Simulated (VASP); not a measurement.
Wanted: the native input for a VASP 6.6.1 run.

```
Task                   : single point
Functional             : r2SCAN
Potentials or basis    : VASP PAW PBE potentials, release 64 (Ni)
Cutoff                 : 520 eV
k mesh                 : 5 × 5 × 5
Occupations            : fermi-dirac, width 0.05 eV
Spin                   : collinear spin, ferromagnetic start
Starting moments       : [0.807] μB
Dipole correction      : no
Further INCAR settings : ALGO = Normal; EDIFF = 1e-06; NBANDS = 15
```

Crystal: Ni.

```
CELL_PARAMETERS angstrom
0.00000 1.73807 1.73807
1.73807 0.00000 1.73807
1.73807 1.73807 0.00000
ATOMIC_POSITIONS crystal
Ni 0.00000 0.00000 0.00000
```

One way to write it, as run:

POSCAR

```
Ni
1.0
    0.0000000000      1.7380692641      1.7380692641
    1.7380692641      0.0000000000      1.7380692641
    1.7380692641      1.7380692641      0.0000000000
Ni
1
Direct
    0.0000000000      0.0000000000      0.0000000000
```

INCAR.step1

```
  PREC = Accurate
  ENCUT = 520
  ISMEAR = -1
  SIGMA = 0.05
  LREAL = F
  LASPH = T
  NELM = 150
  ISPIN = 2
  MAGMOM = 0.807
  LMAXMIX = 4
  NBANDS = 15
  GGA = PE
  ALGO = Normal
  EDIFF = 1E-4
  LWAVE = T
  LCHARG = F
```

INCAR.step2

```
  PREC = Accurate
  ENCUT = 520
  EDIFF = 1E-6
  ISMEAR = -1
  SIGMA = 0.05
  LREAL = F
  LASPH = T
  NELM = 150
  ALGO = Normal
  ISIF = 2
  LWAVE = F
  LCHARG = F
  ISPIN = 2
  MAGMOM = 0.807
  LORBIT = 11
  LMAXMIX = 4
  METAGGA = R2SCAN
  LMIXTAU = T
  NBANDS = 15
  ISTART = 1
```

KPOINTS

```
regular mesh
0
Gamma
  5 5 5
```

Potentials or basis: VASP PAW PBE potentials, release 64 (Ni).

Command:

```console
$ cat potpaw_PBE.64/Ni/POTCAR > POTCAR
$ cp INCAR.step1 INCAR
$ mpirun -np 1 vasp_std > vasp.out
$ cp INCAR.step2 INCAR
$ mpirun -np 1 vasp_std > vasp.out
```

It gave:

- Pressure: 4.5 GPa
- Net moment: 0.96 μB per cell
- Site moments: Ni +0.97 μB
- Valence electrons inside the program's atomic spheres: Ni 9.41

Caveat: the k points lie up to 0.63 Å⁻¹ apart; the PAW data sets were made with another functional, which shifts forces and pressure a little.

Wall time 16 s on 1 thread of Intel(R) Xeon(R) Platinum 8488C (Sapphire Rapids), with other jobs on the host, peak memory 0.12 GiB.
